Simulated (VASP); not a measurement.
# ZrB2 (Fd-3m) in VASP: single point with PBE

Aim: the single point of ZrB2 with PBE.

All numbers are computed with VASP 6.6.1; they aren't measurements. Logs are shortened: lines on timing, memory, paths and dates and some standing lists are left out, and cuts for length are marked.

**1. The cell of the first run**

The structure is cubic, space group Fd-3m (No. 227). The conventional cell has a = 6.317 Å, b = 6.317 Å, c = 6.317 Å, α = 90.00°, β = 90.00°, γ = 90.00°. Zr (site symmetry -43m) has 12 B at 2.62 Å and 4 Zr at 2.74 Å within 3.5 Å. Within 3.0 Å of B (site symmetry -3m) lie 6 B at 2.23 Å and 6 Zr at 2.62 Å.

**2. Single point, PBE**

INCAR

```
SYSTEM = ZrB2
PREC = Accurate ; ENCUT = 500
EDIFF = 1E-6 ; ISMEAR = 0
SIGMA = 0.2 ; LREAL = .FALSE.
LASPH = .TRUE. ; NELM = 120
ALGO = Normal ; ISIF = 2
LWAVE = .FALSE. ; LCHARG = .TRUE.
GGA = PE ; LELF = .TRUE.
LVHAR = .TRUE. ; NBANDS = 27
GGA_COMPAT = .FALSE.
```

KPOINTS

```
regular mesh
0
G
  4 4 4
  0 0 0
```

POSCAR

```
ZrB2
1.0
    0.0000000000      3.1584391515      3.1584391515
    3.1584391515      0.0000000000      3.1584391515
    3.1584391515      3.1584391515      0.0000000000
Zr B
2 4
Direct
    0.5000000000      0.5000000000      0.5000000000
    0.7500000000      0.7500000000      0.7500000000
    0.6250000000      0.1250000000      0.1250000000
    0.1250000000      0.1250000000      0.6250000000
    0.1250000000      0.6250000000      0.1250000000
    0.1250000000      0.1250000000      0.1250000000
```

Potentials or basis: VASP PAW PBE potentials, release 64 (Zr_sv, B).

Started as:

```bash
> cat potpaw_PBE.64/Zr_sv/POTCAR potpaw_PBE.64/B/POTCAR > POTCAR
> mpirun -np 1 vasp_std > vasp.out
```

OUTCAR:

```text
SYSTEM = ZrB2
   PREC = Accurate
   ENCUT = 500
   EDIFF = 1E-6
   ISMEAR = 0
   LREAL = .FALSE.
   LASPH = .TRUE.
   NELM = 120
   ISIF = 2
   GGA = PE

 ion  position               nearest neighbor table
   1  0.500  0.500  0.500-   6 2.62   6 2.62   6 2.62   3 2.62   4 2.62   5 2.62   3 2.62   5 2.62
                             4 2.62   3 2.62   4 2.62   5 2.62   2 2.74   2 2.74   2 2.74   2 2.74
   2  0.750  0.750  0.750-   6 2.62   6 2.62   6 2.62   3 2.62   5 2.62   3 2.62   3 2.62   4 2.62
                             4 2.62   4 2.62   5 2.62   5 2.62   1 2.74   1 2.74   1 2.74   1 2.74
   3  0.625  0.125  0.125-   2 2.62   2 2.62   1 2.62   2 2.62   1 2.62   1 2.62
   4  0.125  0.125  0.625-   2 2.62   2 2.62   1 2.62   2 2.62   1 2.62   1 2.62
   5  0.125  0.625  0.125-   2 2.62   2 2.62   1 2.62   2 2.62   1 2.62   1 2.62
   6  0.125  0.125  0.125-   2 2.62   2 2.62   2 2.62   1 2.62   1 2.62   1 2.62

  LATTYP: Found a face centered cubic cell.
 ALAT       =     6.3168783030

  Lattice vectors:

 A1 = (   0.0000000000,   3.1584391515,   3.1584391515)
 A2 = (   3.1584391515,   0.0000000000,   3.1584391515)
 A3 = (   3.1584391515,   3.1584391515,   0.0000000000)

Analysis of symmetry for initial positions (statically):
=====================================================================
 Subroutine PRICEL returns:
 Original cell was already a primitive cell.

 Routine SETGRP: Setting up the symmetry group for a
 face centered cubic supercell.

 Subroutine GETGRP returns: Found 48 space group operations
 (whereof 24 operations were pure point group operations)
 out of a pool of 48 trial point group operations.

The static configuration has the point symmetry T_d .
 The point group associated with its full space group is O_h .

Analysis of symmetry for dynamics (positions and initial velocities):
=====================================================================
 Subroutine PRICEL returns:
 Original cell was already a primitive cell.

 Routine SETGRP: Setting up the symmetry group for a
 face centered cubic supercell.

 Subroutine GETGRP returns: Found 48 space group operations
 (whereof 24 operations were pure point group operations)
 out of a pool of 48 trial point group operations.

The dynamic configuration has the point symmetry T_d .
 The point group associated with its full space group is O_h .

 Subroutine INISYM returns: Found 48 space group operations
 (whereof 24 operations are pure point group operations),
 and found     1 'primitive' translations

----------------------------------------------------------------------------------------
[... 90 lines left out ...]
   ISIF   =      2    stress and relaxation
   ISYM   =      2    0-nonsym 1-usesym 2-fastsym
   POTIM  = 0.5000    time-step for ionic-motion
   TEBEG  =    0.0;   TEEND  =   0.0 temperature during run
   PSTRESS=    0.0 pullay stress
   NELECT =      36.0000    total number of electrons
   NUPDOWN=      -1.0000    fix difference up-down
   EMIN   =  10.00;   EMAX   =-10.00  energy-range for DOS
   EFERMI =   0.00;   METHOD = LEGACY
   ISMEAR =     0;   SIGMA  =   0.20  broadening in eV -4-tet -1-fermi 0-gaus
   EFERMI_NEDOS =   21; number of points for ismear=-14 and -15
   IALGO  =     38    algorithm
   IMIX   =      4    mixing-type and parameters
     AMIX     =   0.40;   BMIX     =  1.00
     AMIX_MAG =   1.60;   BMIX_MAG =  1.00
  volume/ion in A,a.u.               =      10.50        70.87
  Fermi-wavevector in a.u.,A,eV,Ry     =   1.358396  2.566997 25.106021  1.845240
  Thomas-Fermi vector in A             =   2.485233
   LORBIT       =      0    0 simple, 1 ext, 2 COOP (PROOUT), +10 PAW based schemes
   GGA     = PE    functional components
   LHFCALC =     F    Hartree Fock is set to
   AEXX    =    0.0000 exact exchange contribution
   IVDW    =     0    specifies the selected vdW correction
   LEPSILON=     F    determine dielectric tensor
   LRPA    =     F    only Hartree local field effects (RPA)
 non-spin polarized calculation
 Gauss-broadening in eV      SIGMA  =   0.20
  energy-cutoff  :      500.00
  volume of cell :       63.02
 maximum number of plane-waves:      1639
 NGX is ok and might be reduce to    36
   NGX = 17   NGY = 17   NGZ = 17

 number of electron      36.0000000 magnetization

 Free energy of the ion-electron system (eV)
  ---------------------------------------------------
  ext. energy  EPLUGINS =         0.00000000
  ---------------------------------------------------
  free energy    TOTEN  =       -42.67346472 eV

  energy without entropy =      -42.64500736  energy(sigma->0) =      -42.65923604

 E-fermi :  10.5901     XC(G=0): -12.4191

 val. band max:       10.3919494168   @ k =   0.5000   0.2500   0.0000
 cond. band min:      10.6851192841   @ k =   0.5000   0.5000   0.0000
 fundamental gap:      0.2931698673
 Fermi energy:        10.5900651969

 k-point     1 :       0.0000    0.0000    0.0000
  band No.  band energies     occupation
      1     -37.9923      2.00000
      2     -37.4313      2.00000
      3     -16.4483      2.00000
      4     -16.4483      2.00000
      5     -16.4483      2.00000
      6     -15.5238      2.00000
[... 229 lines left out ...]
     26      14.9742      0.00000
     27      15.5211      0.00000

------------------------ aborting loop because EDIFF is reached ----------------------------------------

  FORCE on cell =-STRESS in cart. coord.  units (eV):
  Direction    XX          YY          ZZ          XY          YZ          ZX
  --------------------------------------------------------------------------------------
  -------------------------------------------------------------------------------------
  Total       -0.0796449     -0.0796449     -0.0796449     -0.0000000     -0.0000000      0.0000000
  in kB       -2.0249808     -2.0249808     -2.0249808     -0.0000000     -0.0000000      0.0000000
  external PRESSURE =      -2.0249808 kB  Pullay stress =       0.0000000 kB

 VOLUME and BASIS-vectors are now :
 -----------------------------------------------------------------------------
  energy-cutoff  :      500.00
  volume of cell :       63.02
      direct lattice vectors                 reciprocal lattice vectors
     0.000000000  3.158439152  3.158439152    -0.158306042  0.158306042  0.158306042
     3.158439152  0.000000000  3.158439152     0.158306042 -0.158306042  0.158306042
     3.158439152  3.158439152  0.000000000     0.158306042  0.158306042 -0.158306042

 POSITION                                       TOTAL-FORCE (eV/Angst)
 -----------------------------------------------------------------------------------
      3.15844      3.15844      3.15844        -0.000000     -0.000000     -0.000000
      4.73766      4.73766      4.73766         0.000000      0.000000      0.000000
      0.78961      2.36883      2.36883        -0.000000     -0.000000      0.000000
      2.36883      2.36883      0.78961        -0.000000     -0.000000      0.000000
      2.36883      0.78961      2.36883        -0.000000     -0.000000      0.000000
      0.78961      0.78961      0.78961        -0.000000     -0.000000      0.000000
 -----------------------------------------------------------------------------------
    total drift:                                0.000000      0.000000      0.000000

  FREE ENERGIE OF THE ION-ELECTRON SYSTEM (eV)
  ---------------------------------------------------
  free  energy   TOTEN  =       -42.6734647231 eV

  energy  without entropy=      -42.6450073575  energy(sigma->0) =      -42.65923604
```

stdout:

```text
POSCAR found type information on POSCAR ZrB
 POSCAR found :  2 types and       6 ions
 scaLAPACK will be used
 LDA part: xc-table for (Slater+PW92), standard interpolation
 POSCAR, INCAR and KPOINTS ok, starting setup
 FFT: planning ... GRIDC
 FFT: planning ... GRID_SOFT
 FFT: planning ... GRID
 WAVECAR not read
 entering main loop
```

It took 27 s on 1 thread of Intel Xeon Platinum 8488C (Sapphire Rapids), shared host; peak memory 0.2 GiB.

Results:

* Free energy: -42.6735 eV
* Pressure: -0.2 GPa
* Band gap on the k mesh: 0.29 eV, indirect (least direct gap 0.48 eV)

Levels at points of the mesh, in eV from the valence-band top:
```csv
k point,band 15,band 16,band 17,band 18,band 19,band 20,band 21,band 22
"(0.00, 0.00, 0.00)",-4.42,-4.27,-4.27,-4.27,3.17,3.17,3.17,4.23
"(0.50, 0.00, 0.00)",-3.73,-1.20,-1.20,-0.50,2.06,2.06,2.97,3.54
"(0.50, 0.50, 0.00)",-1.63,-1.63,-0.19,-0.19,0.29,0.29,0.40,0.40
```

Caveat: the k points lie up to 0.43 Å⁻¹ apart.
